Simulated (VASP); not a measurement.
# Ta2B2O (P-6m2) in VASP: a series of runs

Ta2B2O is run at these levels: PBE; tasks: single point, relaxation of cell and atoms.

All numbers are computed with VASP 6.6.1; they aren't measurements. Logs are shortened: lines on timing, memory, paths and dates and some standing lists are left out, and cuts for length are marked.

## 1. The cell of the first run

The structure is hexagonal, space group P-6m2 (No. 187). The conventional cell has a = 3.595 Å, b = 3.595 Å, c = 6.087 Å, α = 90.00°, β = 90.00°, γ = 120.00°. Ta (site symmetry -6m2) has 6 B at 2.23 Å within 3.0 Å. Within 2.7 Å of Ta (site symmetry -6m2) lie 3 O at 2.08 Å and 2 B at 2.22 Å. B (site symmetry 3m) has 1 B at 1.65 Å within 2.2 Å. Within 2.7 Å of O (site symmetry -6m2) lie 3 Ta at 2.08 Å.

## 2. Single point, PBE

INCAR

```
ALGO     = Normal         # electronic algorithm
EDIFF    = 1E-7           # SCF threshold, eV
ENCUT    = 520            # plane-wave cutoff, eV
GGA      = PE             # functional
ISIF     = 2              # what is computed and relaxed
ISMEAR   = 0              # smearing method
LASPH    = True           # aspherical terms in the spheres
LCHARG   = True           # write CHGCAR
LELF     = True           # ELF
LREAL    = False          # projectors in reciprocal space
LVHAR    = True         
LWAVE    = False          # write WAVECAR
NBANDS   = 25             # bands
NELM     = 80             # most SCF steps
PREC     = Accurate       # precision mode
SIGMA    = 0.1            # smearing width, eV
```

KPOINTS

```
k-points
0
Gamma
  12 12 6
```

POSCAR

```
Ta2B2O
1.0
    3.5954952192      0.0000000000      0.0000000000
   -1.7977476096      3.1137901990      0.0000000000
    0.0000000000      0.0000000000      6.0871534947
Ta B O
2 2 1
Direct
    0.0000000000      0.0000000000      0.0000000000
    0.3333333333      0.6666666667      0.5000000000
    0.3333333333      0.6666666667      0.1357003527
    0.3333333333      0.6666666667      0.8642996473
    0.0000000000      0.0000000000      0.5000000000
```

Potentials or basis: VASP PAW PBE potentials, release 64 (Ta_pv, B, O).

The run is started by

```
cat potpaw_PBE.64/Ta_pv/POTCAR potpaw_PBE.64/B/POTCAR potpaw_PBE.64/O/POTCAR > POTCAR
mpirun -np 1 vasp_std > vasp.out
```

OUTCAR:

```text
EDIFF = 1E-7
   ENCUT = 520
   GGA = PE
   ISIF = 2
   ISMEAR = 0
   LASPH = True
   LREAL = False
   NELM = 80
   PREC = Accurate

 ion  position               nearest neighbor table
   1  0.000  0.000  0.000-   3 2.23   4 2.23   3 2.23   4 2.23   3 2.23   4 2.23
   2  0.333  0.667  0.500-   5 2.08   5 2.08   5 2.08   3 2.22   4 2.22
   3  0.333  0.667  0.136-   4 1.65   2 2.22   1 2.23   1 2.23   1 2.23
   4  0.333  0.667  0.864-   3 1.65   2 2.22   1 2.23   1 2.23   1 2.23
   5  0.000  0.000  0.500-   2 2.08   2 2.08   2 2.08

  LATTYP: Found a hexagonal cell.
 ALAT       =     3.5954952192
 C/A-ratio  =     1.6929944621

  Lattice vectors:

 A1 = (   3.5954952192,   0.0000000000,   0.0000000000)
 A2 = (  -1.7977476096,   3.1137901990,   0.0000000000)
 A3 = (   0.0000000000,   0.0000000000,   6.0871534947)

Analysis of symmetry for initial positions (statically):
=====================================================================
 Subroutine PRICEL returns:
 Original cell was already a primitive cell.

 Routine SETGRP: Setting up the symmetry group for a
 hexagonal supercell.

 Subroutine GETGRP returns: Found 12 space group operations
 (whereof 12 operations were pure point group operations)
 out of a pool of 24 trial point group operations.

The static configuration has the point symmetry D_3h.

Analysis of symmetry for dynamics (positions and initial velocities):
=====================================================================
 Subroutine PRICEL returns:
 Original cell was already a primitive cell.

 Routine SETGRP: Setting up the symmetry group for a
 hexagonal supercell.

 Subroutine GETGRP returns: Found 12 space group operations
 (whereof 12 operations were pure point group operations)
 out of a pool of 24 trial point group operations.

The dynamic configuration has the point symmetry D_3h.

 Subroutine INISYM returns: Found 12 space group operations
 (whereof 12 operations are pure point group operations),
 and found     1 'primitive' translations

----------------------------------------------------------------------------------------

                                     Primitive cell
[... 87 lines left out ...]
 SYSTEM =  unknown system
   PREC   = accura    normal or accurate (medium, high low for compatibility)
   ISTART =      0    job   : 0-new  1-cont  2-samecut
   ICHARG =      2    charge: 1-file 2-atom 10-const
   ISPIN  =      1    spin polarized calculation?
   LNONCOLLINEAR =      F non collinear calculations
   LSORBIT =      F    spin-orbit coupling
   LASPH  =      T    aspherical Exc in radial PAW
   ENCUT  =  520.0 eV  38.22 Ry    6.18 a.u.   6.69  6.69 11.32*2*pi/ulx,y,z
   NELM   =     80;   NELMIN=  2; NELMDL= -5     # of ELM steps
   EDIFF  = 0.1E-06   stopping-criterion for ELM
   LREAL  =      F    real-space projection
   EDIFFG = 0.1E-05   stopping-criterion for IOM
   NSW    =      0    number of steps for IOM
   IBRION =     -1    ionic relax: 0-MD 1-quasi-New 2-CG
   NFREE  =      0    steps in history (QN), initial steepest desc. (CG)
   ISIF   =      2    stress and relaxation
   ISYM   =      2    0-nonsym 1-usesym 2-fastsym
   POTIM  = 0.5000    time-step for ionic-motion
   TEBEG  =    0.0;   TEEND  =   0.0 temperature during run
   PSTRESS=    0.0 pullay stress
   NELECT =      34.0000    total number of electrons
   NUPDOWN=      -1.0000    fix difference up-down
   EMIN   =  10.00;   EMAX   =-10.00  energy-range for DOS
   EFERMI =   0.00;   METHOD = LEGACY
   ISMEAR =     0;   SIGMA  =   0.10  broadening in eV -4-tet -1-fermi 0-gaus
   EFERMI_NEDOS =   21; number of points for ismear=-14 and -15
   IALGO  =     38    algorithm
   IMIX   =      4    mixing-type and parameters
     AMIX     =   0.40;   BMIX     =  1.00
     AMIX_MAG =   1.60;   BMIX_MAG =  1.00
  volume/ion in A,a.u.               =      13.63        91.98
  Fermi-wavevector in a.u.,A,eV,Ry     =   1.298416  2.453650 22.937829  1.685883
  Thomas-Fermi vector in A             =   2.429745
   LORBIT       =      0    0 simple, 1 ext, 2 COOP (PROOUT), +10 PAW based schemes
   GGA     = PE    functional components
   LHFCALC =     F    Hartree Fock is set to
   AEXX    =    0.0000 exact exchange contribution
   IVDW    =     0    specifies the selected vdW correction
   LEPSILON=     F    determine dielectric tensor
   LRPA    =     F    only Hartree local field effects (RPA)
 non-spin polarized calculation
 Gauss-broadening in eV      SIGMA  =   0.10
  energy-cutoff  :      520.00
  volume of cell :       68.15
 maximum number of plane-waves:      1862
 NGX is ok and might be reduce to    28
   NGX = 13   NGY = 13   NGZ = 23

 number of electron      34.0000005 magnetization

 Free energy of the ion-electron system (eV)
  ---------------------------------------------------
  ext. energy  EPLUGINS =         0.00000000
  ---------------------------------------------------
  free energy    TOTEN  =       -42.96289883 eV

  energy without entropy =      -42.95397436  energy(sigma->0) =      -42.95843659

 E-fermi :   5.0274     XC(G=0): -11.2479

 val. band max:        4.9891446322   @ k =   0.1667   0.1667   0.3333
 cond. band min:       5.0365418775   @ k =   0.2500   0.1667   0.3333
 fundamental gap:      0.0473972453
 Fermi energy:         5.0274213873

 k-point     1 :       0.0000    0.0000    0.0000
  band No.  band energies     occupation
      1     -31.0532      2.00000
      2     -31.0532      2.00000
      3     -30.9003      2.00000
      4     -29.8765      2.00000
      5     -29.7930      2.00000
      6     -29.7930      2.00000
[... 661 lines left out ...]
     24       9.0944      0.00000
     25       9.5657      0.00000

 [... further k-points ...]
[... 5 lines left out ...]
  --------------------------------------------------------------------------------------
  -------------------------------------------------------------------------------------
  Total        0.1654452      0.1654452      0.0881713      0.0000000      0.0000000      0.0000000
  in kB        3.8895770      3.8895770      2.0728875      0.0000000      0.0000000      0.0000000
  external PRESSURE =       3.2840138 kB  Pullay stress =       0.0000000 kB

 VOLUME and BASIS-vectors are now :
 -----------------------------------------------------------------------------
  energy-cutoff  :      520.00
  volume of cell :       68.15
      direct lattice vectors                 reciprocal lattice vectors
     3.595495219  0.000000000  0.000000000     0.278125804  0.160576008  0.000000000
    -1.797747610  3.113790199  0.000000000     0.000000000  0.321152016  0.000000000
     0.000000000  0.000000000  6.087153495     0.000000000  0.000000000  0.164280398

 POSITION                                       TOTAL-FORCE (eV/Angst)
 -----------------------------------------------------------------------------------
      0.00000      0.00000      0.00000        -0.000000      0.000000      0.000000
     -0.00000      2.07586      3.04358         0.000000      0.000000      0.000000
     -0.00000      2.07586      0.82603         0.000000     -0.000000      0.016007
     -0.00000      2.07586      5.26112         0.000000      0.000000     -0.016007
      0.00000      0.00000      3.04358         0.000000      0.000000      0.000000
 -----------------------------------------------------------------------------------
    total drift:                                0.000000     -0.000000     -0.000000

  FREE ENERGIE OF THE ION-ELECTRON SYSTEM (eV)
  ---------------------------------------------------
  free  energy   TOTEN  =       -42.9628988286 eV

  energy  without entropy=      -42.9539743550  energy(sigma->0) =      -42.95843659
```

OSZICAR:

```text
N       E                     dE             d eps       ncg     rms          rms(c)
DAV:   1     0.261965702394E+03    0.26197E+03   -0.18071E+04  3800   0.133E+03
DAV:   2    -0.404769257059E+02   -0.30244E+03   -0.29117E+03  4519   0.373E+02
DAV:   3    -0.539822724660E+02   -0.13505E+02   -0.13320E+02  4838   0.752E+01
DAV:   4    -0.541479131822E+02   -0.16564E+00   -0.16536E+00  4557   0.879E+00
DAV:   5    -0.541499461323E+02   -0.20330E-02   -0.20314E-02  4974   0.890E-01    0.296E+01
DAV:   6    -0.433428079534E+02    0.10807E+02   -0.61831E+01  4559   0.376E+01    0.961E+00
DAV:   7    -0.434455598023E+02   -0.10275E+00   -0.86987E+00  4465   0.137E+01    0.732E+00
DAV:   8    -0.429936184308E+02    0.45194E+00   -0.26644E+00  4632   0.648E+00    0.430E+00
DAV:   9    -0.429676595146E+02    0.25959E-01   -0.18097E-01  4528   0.257E+00    0.145E+00
DAV:  10    -0.429630653580E+02    0.45942E-02   -0.22492E-02  4337   0.968E-01    0.239E-01
DAV:  11    -0.429629330823E+02    0.13228E-03   -0.46079E-03  4456   0.373E-01    0.128E-01
DAV:  12    -0.429629377941E+02   -0.47118E-05   -0.88866E-04  4506   0.184E-01    0.478E-02
DAV:  13    -0.429628983237E+02    0.39470E-04   -0.18046E-04  4675   0.811E-02    0.108E-02
DAV:  14    -0.429628993225E+02   -0.99886E-06   -0.13583E-05  4309   0.224E-02    0.516E-03
DAV:  15    -0.429628989552E+02    0.36736E-06   -0.93848E-07  4334   0.578E-03    0.153E-03
DAV:  16    -0.429628988545E+02    0.10067E-06   -0.16801E-07  2922   0.191E-03    0.442E-04
DAV:  17    -0.429628988286E+02    0.25890E-07   -0.17375E-08  2022   0.881E-04
   1 F= -.42962899E+02 E0= -.42958437E+02  d E =-.892447E-02
```

Run time: 81 s. Hardware: 1 thread of Intel Xeon 6975P-C (Granite Rapids), shared host; peak memory 0.26 GiB.

Results:

- Free energy: -42.9629 eV
- Pressure: 0.3 GPa
- Largest force: 0.016 eV/Å
- Band gap on the k mesh: zero (band 17 reaches 5.07 eV, above the bottom of band 18 at 4.79 eV)

Forces on the atoms (eV/Å):
```
Ta   0.000  0.000  0.000
Ta   0.000  0.000  0.000
B    0.000  0.000  0.016
B    0.000  0.000 -0.016
O    0.000  0.000  0.000
```

Stress tensor (GPa, compression positive):
```
0.39 0.00 0.00
0.00 0.39 0.00
0.00 0.00 0.21
```

Caveat: spin-orbit coupling is left out, which moves the levels of the heavy elements.

## 3. Relaxation of cell and atoms, PBE

This run uses another cell than the first one, of 12.55 Å³/atom, 0.921 times its volume.

INCAR

```
ALGO     = Normal         # electronic algorithm
EDIFF    = 1E-6           # SCF threshold, eV
EDIFFG   = -0.04          # ionic threshold
ENCUT    = 600            # plane-wave cutoff, eV
GGA      = PE             # functional
IBRION   = 2              # ionic algorithm
ISIF     = 3              # what is computed and relaxed
ISMEAR   = 0              # smearing method
LASPH    = True           # aspherical terms in the spheres
LCHARG   = False          # write CHGCAR
LREAL    = False          # projectors in reciprocal space
LWAVE    = False          # write WAVECAR
NELM     = 100            # most SCF steps
NSW      = 90             # ionic steps
PREC     = Accurate       # precision mode
SIGMA    = 0.1            # smearing width, eV
```

KPOINTS

```
k-points
0
Gamma
  6 6 4
```

POSCAR

```
Ta2B2O
1.0
    3.1363860700      0.0000000000      0.0000000000
   -1.5681930300      2.7161900100      0.0000000000
    0.0000000000      0.0000000000      7.3646926500
Ta B O
2 2 1
Direct
    0.0000000000      0.0000000000      0.0000000000
    0.3333333300      0.6666666700      0.5000000000
    0.3333333300      0.6666666700      0.2428985600
    0.3333333300      0.6666666700      0.7571014400
    0.0000000000      0.0000000000      0.5000000000
```

Potentials or basis: VASP PAW PBE potentials, release 64 (Ta_pv, B, O).

The run is started by

```
cat potpaw_PBE.64/Ta_pv/POTCAR potpaw_PBE.64/B/POTCAR potpaw_PBE.64/O/POTCAR > POTCAR
mpirun -np 1 vasp_std > vasp.out
```

Wall time 6.4 min (1 thread of Intel Xeon 6975P-C (Granite Rapids), shared host); peak memory 0.23 GiB.

The run converged. Its results:

```
Free energy                            : -42.9757 eV
Relaxed volume                         : 13.64 Å³/atom
Relaxed cell                           : a = 3.594 Å, b = 3.594 Å, c = 6.098 Å, α = 90.00°, β = 90.00°, γ = 120.00°
Space group after relaxing (to 0.05 Å) : P-6m2 (No. 187)
Energy gained by relaxing              : 1257.9 meV/atom
Ionic steps                            : 22
Pressure after relaxing                : 0.2 GPa
Largest force after relaxing           : 0.019 eV/Å
Band gap on the k mesh                 : zero (band 17 reaches 4.96 eV, above the bottom of band 18 at 4.82 eV)
```

Forces in eV/Å, atoms in the order of the input:
```
Ta   0.000  0.000  0.000
Ta   0.000  0.000  0.000
B    0.000  0.000 -0.019
B    0.000  0.000  0.019
O    0.000  0.000  0.000
```

Stress tensor (GPa, compression positive):
```
0.23 0.00 0.00
0.00 0.23 0.00
0.00 0.00 0.14
```

The path:
```tsv
step	energy change (eV)	largest force (eV/Å)	pressure (GPa)	volume (Å³)
1	0.0000	6.9909	39.89	62.74
2	-1.4005	1.1457	-26.52	95.58
3	-2.9335	2.6309	-11.04	79.38
4	-2.9415	2.7957	-9.33	78.39
5	-3.8051	1.3634	-1.34	73.30
6	-3.9607	0.3758	6.83	70.19
7	-4.6426	0.4909	0.00	71.35
8	-4.5875	12.0793	-1.16	72.92
9	-4.9303	1.0321	-3.34	71.80
10	-5.9121	0.7530	-8.37	72.63
11	-6.0569	1.5995	-8.27	72.84
12	-6.0684	0.2282	-8.72	72.77
13	-6.0781	0.5098	-8.66	72.79
14	-4.0089	15.4536	20.40	64.70
15	-6.1525	0.4535	-7.64	72.04
16	-6.1825	0.8300	-6.48	71.49
17	-6.1954	1.3704	-4.91	70.83
18	-6.2440	0.9869	3.69	66.77
19	-6.2881	0.0433	-0.23	68.39
20	-6.2881	0.0718	-0.15	68.35
21	-6.2896	0.0046	0.30	68.16
22	-6.2897	0.0189	0.20	68.20
```

Final structure:
```xyz
5
Lattice="3.5935 0.0000 0.0000 -1.7968 3.1121 0.0000 0.0000 0.0000 6.0979" Properties=species:S:1:pos:R:3 pbc="T T T"
Ta   -1.7968    3.1121    0.0000
Ta    0.0000    2.0747    3.0490
B     0.0000    2.0747    0.8234
B     0.0000    2.0747    5.2745
O     0.0000    0.0000    3.0490
```

Levels at points of the mesh, in eV from the Fermi level:
```csv
k point,band 15,band 16,band 17,band 18,band 19,band 20
"(0.00, 0.00, 0.00)",-2.91,-1.01,-1.01,0.24,1.45,1.45
"(0.50, 0.00, 0.00)",-2.17,-1.31,-0.47,-0.13,0.52,1.45
"(0.00, 0.00, 0.50)",-1.62,-0.10,-0.10,0.31,0.78,0.78
"(0.50, 0.00, 0.50)",-1.38,-1.27,-0.98,0.17,0.92,0.98
```

Caveat: the k points lie up to 0.34 Å⁻¹ apart in the final cell; spin-orbit coupling is left out, which moves the levels of the heavy elements.

## 4. Relaxation of cell and atoms, PBE

INCAR

```
SYSTEM = Ta2B2O
PREC = Accurate ; ENCUT = 600
EDIFF = 1E-7 ; ISMEAR = 0
SIGMA = 0.1 ; LREAL = .False.
LASPH = .True. ; NELM = 100
ALGO = Normal ; ISIF = 3
LWAVE = .False. ; LCHARG = .False.
GGA = PE ; IBRION = 2
NSW = 100 ; EDIFFG = -0.01
```

KPOINTS

```
regular mesh
0
Gamma
  12 12 6
  0 0 0
```

POSCAR

```
Ta2B2O
1.0
    3.5915068264      0.0000000000      0.0000000000
   -1.7957534132      3.1103361496      0.0000000000
    0.0000000000      0.0000000000      6.0948674325
Ta B O
2 2 1
Direct
    0.0000000000      0.0000000000      0.0000000000
    0.3333333333      0.6666666667      0.5000000000
    0.3333333333      0.6666666667      0.1349780576
    0.3333333333      0.6666666667      0.8650219424
    0.0000000000      0.0000000000      0.5000000000
```

The run is started by

```
cat potpaw_PBE.64/Ta_pv/POTCAR potpaw_PBE.64/B/POTCAR potpaw_PBE.64/O/POTCAR > POTCAR
mpirun -np 1 vasp_std > vasp.out
```

Wall time 3.8 min (1 thread of Intel Xeon 6975P-C (Granite Rapids), shared host); peak memory 0.29 GiB.

It converged, with:

* Free energy: -42.9678 eV
* Relaxed volume: 13.64 Å³/atom
* Relaxed cell: a = 3.597 Å, b = 3.597 Å, c = 6.087 Å, α = 90.00°, β = 90.00°, γ = 120.00°
* Space group after relaxing (to 0.05 Å): P-6m2 (No. 187)
* Energy gained by relaxing: 0.3 meV/atom
* Ionic steps: 4
* Pressure after relaxing: 0.1 GPa
* Largest force after relaxing: 0.007 eV/Å
* Band gap on the k mesh: zero (band 17 reaches 5.06 eV, above the bottom of band 18 at 4.78 eV)

Forces in eV/Å, atoms in the order of the input:
```
Ta   0.000  0.000  0.000
Ta   0.000  0.000  0.000
B    0.000  0.000 -0.007
B    0.000  0.000  0.007
O    0.000  0.000  0.000
```

The path:
```csv
step,energy change (eV),largest force (eV/Å),pressure (GPa),volume (Å³)
1,0.0000,0.2114,0.61,68.08
2,0.0012,0.2643,-1.06,68.60
3,-0.0016,0.0041,-0.12,68.30
4,-0.0017,0.0070,0.07,68.22
```

Final structure:
```
CELL_PARAMETERS angstrom
3.59747 0.00000 0.00000
-1.79873 3.11550 0.00000
0.00000 0.00000 6.08680
ATOMIC_POSITIONS crystal
Ta 0.00000 0.00000 0.00000
Ta 0.33333 0.66667 0.50000
B 0.33333 0.66667 0.13575
B 0.33333 0.66667 0.86425
O 0.00000 0.00000 0.50000
```

Levels at points of the mesh, in eV from the Fermi level:
| k point | band 13 | band 14 | band 15 | band 16 | band 17 | band 18 | band 19 | band 20 | band 21 |
| --- | --- | --- | --- | --- | --- | --- | --- | --- | --- |
| (0.00, 0.00, 0.00) | -3.77 | -3.77 | -2.92 | -1.08 | -1.08 | 0.14 | 1.40 | 1.40 | 2.41 |
| (0.50, 0.00, 0.00) | -4.60 | -3.94 | -2.23 | -1.34 | -0.52 | -0.23 | 0.48 | 1.40 | 1.66 |
| (0.00, 0.00, 0.50) | -3.93 | -3.93 | -1.61 | -0.14 | -0.14 | 0.21 | 0.71 | 0.71 | 3.71 |
| (0.50, 0.00, 0.50) | -4.11 | -2.10 | -1.44 | -1.31 | -0.99 | 0.08 | 0.87 | 0.94 | 1.62 |

Caveat: spin-orbit coupling is left out, which moves the levels of the heavy elements.

## 5. Summary

```csv
task,cell,k mesh,cutoff (eV),gap on the mesh (eV),pressure (GPa),relaxed volume (Å³/atom),largest force (eV/Å)
single point,"a = 3.595, b = 3.595, c = 6.087 Å, angles 90.0, 90.0, 120.0°, 5 atoms",12 × 12 × 6,520,none,0.3,-,0.02
relaxation of cell and atoms,"relaxed from a = 3.136, b = 3.136, c = 7.365 Å, angles 90.0, 90.0, 120.0°, 5 atoms",6 × 6 × 4,600,none,0.2,13.64,0.02
relaxation of cell and atoms,"relaxed from a = 3.592, b = 3.592, c = 6.095 Å, angles 90.0, 90.0, 120.0°, 5 atoms",12 × 12 × 6,600,none,0.1,13.64,0.01
```

Alike in all rows: level PBE; potentials or basis VASP PAW PBE potentials, release 64 (Ta_pv, B, O); no spin polarisation; smearing gaussian 0.1 eV.

Caveats: some runs use coarse meshes; spin-orbit coupling is left out, which moves the levels of the heavy elements.

Total energies depend on the potentials used, so only differences within one code and one set of settings carry meaning.
